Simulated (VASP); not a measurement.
# MnF2 (P4_2/mnm) in VASP: further runs, part 2 of 2

VASP 6.6.1. Earlier steps stand in the parts before.

## (3) Single point, PBE+U, collinear spin, ferromagnetic start

This run uses another cell than the first one, of 13.19 Å³/atom.

INCAR reads:

```
SYSTEM = MnF2
PREC     = Accurate       ! precision mode
ENCUT    = 520            ! plane-wave cutoff, eV
EDIFF    = 1E-6           ! SCF threshold, eV
ISMEAR   = 0              ! smearing method
SIGMA    = 0.02           ! smearing width, eV
LREAL    = .False.        ! projectors in reciprocal space
LASPH    = .True.         ! aspherical terms in the spheres
NELM     = 150            ! most SCF steps
ALGO     = Normal         ! electronic algorithm
ISIF     = 2              ! what is computed and relaxed
LWAVE    = .False.        ! write WAVECAR
LCHARG   = .False.        ! write CHGCAR
ISPIN    = 2              ! spin polarisation
MAGMOM   = 4.69 4.69 0 0 0 0 ! initial moments
LORBIT   = 11             ! projections on sites
LMAXMIX  = 4              ! l up to which the mixer works
LDAU     = .True.         ! DFT+U
LDAUTYPE = 2            
LDAUL    = 2 -1           ! shell
LDAUU    = 3.9 0          ! U, eV
LDAUJ    = 0 0          
LDAUPRINT= 1            
GGA      = PE             ! functional
NBANDS   = 40             ! bands
```

KPOINTS reads:

```
regular mesh
0
Gamma
  6 6 8
  0 0 0
```

POSCAR reads:

```
MnF2
1.0
    4.8723968554      0.0000000000      0.0000000000
    0.0000000000      4.8723968554      0.0000000000
    0.0000000000      0.0000000000      3.3326699133
Mn F
2 4
Direct
    0.5000000000      0.5000000000      0.5000000000
    0.0000000000      0.0000000000      0.0000000000
    0.6950909568      0.6950909568      0.0000000000
    0.8049090432      0.1950909568      0.5000000000
    0.3049090432      0.3049090432      0.0000000000
    0.1950909568      0.8049090432      0.5000000000
```

Potentials or basis: VASP PAW PBE potentials, release 64 (Mn_pv, F).

Run with:

```console
cat potpaw_PBE.64/Mn_pv/POTCAR potpaw_PBE.64/F/POTCAR > POTCAR
mpirun -np 1 vasp_std > vasp.out
```

OUTCAR:

```text
SYSTEM = MnF2
   PREC = Accurate
   ENCUT = 520
   EDIFF = 1E-6
   ISMEAR = 0
   LREAL = .False.
   LASPH = .True.
   NELM = 150
   ISIF = 2
   ISPIN = 2
   LORBIT = 11
   GGA = PE

 ion  position               nearest neighbor table
   1  0.500  0.500  0.500-   4 2.10   6 2.10   5 2.14   3 2.14   3 2.14   5 2.14
   2  0.000  0.000  0.000-   3 2.10   5 2.10   4 2.14   6 2.14   4 2.14   6 2.14
   3  0.695  0.695  0.000-   2 2.10   1 2.14   1 2.14
   4  0.805  0.195  0.500-   1 2.10   2 2.14   2 2.14
   5  0.305  0.305  0.000-   2 2.10   1 2.14   1 2.14
   6  0.195  0.805  0.500-   1 2.10   2 2.14   2 2.14

  LATTYP: Found a simple tetragonal cell.
 ALAT       =     4.8723968554
 C/A-ratio  =     0.6839898334

  Lattice vectors:

 A1 = (   4.8723968554,   0.0000000000,   0.0000000000)
 A2 = (   0.0000000000,   4.8723968554,   0.0000000000)
 A3 = (   0.0000000000,   0.0000000000,   3.3326699133)

Analysis of symmetry for initial positions (statically):
=====================================================================
 Subroutine PRICEL returns:
 Original cell was already a primitive cell.

 Routine SETGRP: Setting up the symmetry group for a
 simple tetragonal supercell.

 Subroutine GETGRP returns: Found 16 space group operations
 (whereof  8 operations were pure point group operations)
 out of a pool of 16 trial point group operations.

The static configuration has the point symmetry D_2h.
 The point group associated with its full space group is D_4h.

Analysis of symmetry for dynamics (positions and initial velocities):
=====================================================================
 Subroutine PRICEL returns:
 Original cell was already a primitive cell.

 Routine SETGRP: Setting up the symmetry group for a
 simple tetragonal supercell.

 Subroutine GETGRP returns: Found 16 space group operations
 (whereof  8 operations were pure point group operations)
 out of a pool of 16 trial point group operations.

The dynamic configuration has the point symmetry D_2h.
 The point group associated with its full space group is D_4h.

Analysis of structural, dynamic, and magnetic symmetry:
=====================================================================
 Subroutine PRICEL returns:
 Original cell was already a primitive cell.

 Routine SETGRP: Setting up the symmetry group for a
 simple tetragonal supercell.

 Subroutine GETGRP returns: Found 16 space group operations
 (whereof  8 operations were pure point group operations)
 out of a pool of 16 trial point group operations.

The overall configuration has the point symmetry D_2h.
 The point group associated with its full space group is D_4h.

 Subroutine INISYM returns: Found 16 space group operations
 (whereof  8 operations are pure point group operations),
 and found     1 'primitive' translations

[... 183 lines left out ...]
spin component  1

  0.9703  0.0000 -0.0195  0.0000 -0.0000
  0.0000  0.9651  0.0000 -0.0161  0.0000
 -0.0195  0.0000  0.9604  0.0000  0.0000
  0.0000 -0.0161  0.0000  0.9651  0.0000
 -0.0000  0.0000  0.0000  0.0000  0.9487

spin component  2

  0.0438  0.0000 -0.0244  0.0000 -0.0000
  0.0000  0.0349  0.0000 -0.0206  0.0000
 -0.0244  0.0000  0.0291  0.0000  0.0000
  0.0000 -0.0206  0.0000  0.0349  0.0000
 -0.0000  0.0000  0.0000  0.0000  0.0132

 occupancies and eigenvectors

  o =  0.0110  v =  0.0000  0.0000  0.0000  0.0000  0.0000 -0.5962  0.0000 -0.8028  0.0000  0.0000      0.0000  0.0000  0.0000  0.0000  0.0000  0.0000  0.0000  0.0000  0.0000  0.0000
  o =  0.0132  v =  0.0000  0.0000  0.0000  0.0000  0.0000 -0.0000 -0.0000 -0.0000  0.0000 -1.0000      0.0000  0.0000  0.0000  0.0000  0.0000  0.0000  0.0000  0.0000  0.0000  0.0000
  o =  0.0142  v =  0.0000  0.0000  0.0000  0.0000  0.0000  0.0000 -0.7071  0.0000 -0.7071  0.0000      0.0000  0.0000  0.0000  0.0000  0.0000  0.0000  0.0000  0.0000  0.0000  0.0000
  o =  0.0555  v =  0.0000  0.0000  0.0000  0.0000  0.0000  0.0000 -0.7071  0.0000  0.7071  0.0000      0.0000  0.0000  0.0000  0.0000  0.0000  0.0000  0.0000  0.0000  0.0000  0.0000
  o =  0.0619  v =  0.0000  0.0000  0.0000  0.0000  0.0000 -0.8028  0.0000  0.5962  0.0000  0.0000      0.0000  0.0000  0.0000  0.0000  0.0000  0.0000  0.0000  0.0000  0.0000  0.0000
  o =  0.9452  v = -0.6144  0.0000 -0.7890  0.0000 -0.0000  0.0000  0.0000  0.0000  0.0000  0.0000      0.0000  0.0000  0.0000  0.0000  0.0000  0.0000  0.0000  0.0000  0.0000  0.0000
  o =  0.9487  v =  0.0000 -0.0000  0.0000  0.0000 -1.0000  0.0000  0.0000  0.0000  0.0000  0.0000      0.0000  0.0000  0.0000  0.0000  0.0000  0.0000  0.0000  0.0000  0.0000  0.0000
  o =  0.9489  v =  0.0000  0.7071  0.0000  0.7071 -0.0000  0.0000  0.0000  0.0000  0.0000  0.0000      0.0000  0.0000  0.0000  0.0000  0.0000  0.0000  0.0000  0.0000  0.0000  0.0000
  o =  0.9812  v =  0.0000  0.7071  0.0000 -0.7071 -0.0000  0.0000  0.0000  0.0000  0.0000  0.0000      0.0000  0.0000  0.0000  0.0000  0.0000  0.0000  0.0000  0.0000  0.0000  0.0000
  o =  0.9855  v = -0.7890  0.0000  0.6144  0.0000  0.0000  0.0000  0.0000  0.0000  0.0000  0.0000      0.0000  0.0000  0.0000  0.0000  0.0000  0.0000  0.0000  0.0000  0.0000  0.0000

 number of electron      54.0000025 magnetization      10.0000018

 Free energy of the ion-electron system (eV)
  ---------------------------------------------------
  ext. energy  EPLUGINS =         0.00000000
  ---------------------------------------------------
  free energy    TOTEN  =       -37.85471611 eV

  energy without entropy =      -37.85471611  energy(sigma->0) =      -37.85471611

 E-fermi :   2.3473     XC(G=0):  -9.7023

 val. band max:        2.0757767542   @ k =   0.0000   0.0000   0.0000
 cond. band min:       4.4843914871   @ k =   0.0000   0.0000   0.0000
 fundamental gap:      2.4086147329
 Fermi energy:         2.3472817946

 spin component 1

 k-point     1 :       0.0000    0.0000    0.0000
  band No.  band energies     occupation
      1     -46.8412      1.00000
      2     -46.8412      1.00000
      3     -46.7772      1.00000
      4     -46.7772      1.00000
      5     -46.7765      1.00000
      6     -46.7746      1.00000
[... 2009 lines left out ...]
     38      14.4127      0.00000
     39      15.1007      0.00000

 [... further k-points ...]

 [bands above 39 left out]

------------------------ aborting loop because EDIFF is reached ----------------------------------------

  FORCE on cell =-STRESS in cart. coord.  units (eV):
  Direction    XX          YY          ZZ          XY          YZ          ZX
  --------------------------------------------------------------------------------------
  -------------------------------------------------------------------------------------
  Total        2.0693583      2.0693583      1.9511009      0.0000000      0.0000000      0.0000000
  in kB       41.9052732     41.9052732     39.5105165      0.0000000      0.0000000      0.0000000
  external PRESSURE =      41.1070210 kB  Pullay stress =       0.0000000 kB

 VOLUME and BASIS-vectors are now :
 -----------------------------------------------------------------------------
  energy-cutoff  :      520.00
  volume of cell :       79.12
      direct lattice vectors                 reciprocal lattice vectors
     4.872396855  0.000000000  0.000000000     0.205237798  0.000000000  0.000000000
     0.000000000  4.872396855  0.000000000     0.000000000  0.205237798  0.000000000
     0.000000000  0.000000000  3.332669913     0.000000000  0.000000000  0.300059720

 POSITION                                       TOTAL-FORCE (eV/Angst)
 -----------------------------------------------------------------------------------
      2.43620      2.43620      1.66633         0.000000      0.000000     -0.000000
      0.00000      0.00000      0.00000         0.000000      0.000000     -0.000000
      3.38676      3.38676      0.00000         0.001422      0.001422      0.000000
      3.92184      0.95056      1.66633        -0.001422      0.001422      0.000000
      1.48564      1.48564      0.00000        -0.001422     -0.001422     -0.000000
      0.95056      3.92184      1.66633         0.001422     -0.001422     -0.000000
 -----------------------------------------------------------------------------------
    total drift:                                0.000000      0.000000      0.000000

  FREE ENERGIE OF THE ION-ELECTRON SYSTEM (eV)
  ---------------------------------------------------
  free  energy   TOTEN  =       -37.8547161124 eV

  energy  without entropy=      -37.8547161124  energy(sigma->0) =      -37.85471611

 total charge

# of ion       s       p       d       tot
------------------------------------------
    1        0.163   6.145   4.947  11.255
    2        0.163   6.145   4.947  11.255
    3        1.734   4.378   0.000   6.111
    4        1.734   4.378   0.000   6.111
    5        1.734   4.378   0.000   6.111
    6        1.734   4.378   0.000   6.111
--------------------------------------------------
tot          7.261  29.801   9.894  46.956

 magnetization (x)

# of ion       s       p       d       tot
------------------------------------------
    1        0.024   0.021   4.644   4.689
    2        0.024   0.021   4.644   4.689
    3        0.007   0.051   0.000   0.057
    4        0.007   0.051   0.000   0.057
    5        0.007   0.051   0.000   0.057
    6        0.007   0.051   0.000   0.057
--------------------------------------------------
tot          0.074   0.246   9.288   9.609
```

It took 3.1 min on 1 thread of Intel Xeon 6975P-C (Granite Rapids), shared host; peak memory 0.35 GiB.

What came out:

```yaml
Free_energy: -37.8547 eV
Pressure: 4.1 GPa
Band_gap_on_the_k_mesh: 2.41 eV
Net_moment: 10.00 μB per cell
Site_moments: Mn +4.69; F +0.06 μB
Valence_electrons_inside_the_program's_atomic_spheres: Mn 11.26; F 6.11
```

Forces in eV/Å, atoms in the order of the input:
```
Mn   0.000  0.000  0.000
Mn   0.000  0.000  0.000
F    0.001  0.001  0.000
F   -0.001  0.001  0.000
F   -0.001 -0.001  0.000
F    0.001 -0.001  0.000
```

Stress tensor (GPa, compression positive):
```
4.19 0.00 0.00
0.00 4.19 0.00
0.00 0.00 3.95
```

Eigenvalues of the final occupation matrices:
```tsv
site	spin	trace	eigenvalues
site 1 d	1	4.81	0.95 0.95 0.95 0.98 0.99
site 1 d	2	0.16	0.01 0.01 0.01 0.06 0.06
site 2 d	1	4.81	0.95 0.95 0.95 0.98 0.99
site 2 d	2	0.16	0.01 0.01 0.01 0.06 0.06
```

Caveat: the cell stands under pressure; the run started ferromagnetic, and an antiferromagnetic order may lie lower in energy.
